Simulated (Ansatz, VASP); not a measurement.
## TiC: VASP beside Ansatz

```xyz
2
Lattice="2.6160 0.0000 0.0000 0.0000 2.6160 0.0000 0.0000 0.0000 2.8955" Properties=species:S:1:pos:R:3 pbc="T T T"
Ti    0.0000    0.0000    0.0000
C     1.3080    1.3080    1.4478
```

Alike in both runs: functional PBE; k mesh 7 × 7 × 5; occupations gaussian, width 0.1 eV; no spin polarisation.

Ansatz relaxed the structure, and its values are those at the end. VASP's run is a single point on that final structure, the one shown.

|  | VASP | Ansatz |
| --- | --- | --- |
| version | VASP 6.6.1 | Ansatz 0.2.0 |
| potentials or method | VASP PAW PBE potentials, release 64 (Ti_sv, C), cutoff 600 eV | PAW plane waves |
| valence electrons in the cell | 16 | 16 |

|  | VASP | Ansatz | Ansatz less VASP |
| --- | --- | --- | --- |
| gap on the k mesh at the Fermi level (eV) | none | none | - |
| pressure (GPa) | 0.0 | 0.0 | +0.03 |

A gap of «none» marks a metal or a gap that the smearing closes. With one functional, cell and mesh, what is left measures potentials, basis and numerics.

The k mesh is coarse, so the values compare programs but aren't converged.
